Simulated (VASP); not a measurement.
Here is a VASP 6.6.1 calculation.

Contents of INCAR:

```
ALGO = Normal
EDIFF = 1E-6
ENCUT = 520
GGA = PE
ISIF = 2
ISMEAR = 0
LASPH = T
LCHARG = F
LREAL = F
LWAVE = F
NBANDS = 15
NELM = 60
PREC = Accurate
SIGMA = 0.02
```

KPOINTS

```
k-points
0
Gamma
  6 6 6
```

POSCAR

```
KI
1.0
    0.0000000000      3.6585558568      3.6585558568
    3.6585558568      0.0000000000      3.6585558568
    3.6585558568      3.6585558568      0.0000000000
K I
1 1
Direct
    0.0000000000      0.0000000000      0.0000000000
    0.5000000000      0.5000000000      0.5000000000
```

Potentials or basis: VASP PAW PBE potentials, release 64 (K_sv, I).

The run is started by

```sh
$ cat potpaw_PBE.64/K_sv/POTCAR potpaw_PBE.64/I/POTCAR > POTCAR
$ mpirun -np 1 vasp_std > vasp.out
```

Task: Predict the band gap on the k mesh.

Result: 3.73 eV, direct.

Task: Predict the pressure.

Result: -0.5 GPa.

Caveat: spin-orbit coupling is left out, which moves the levels of the heavy elements.
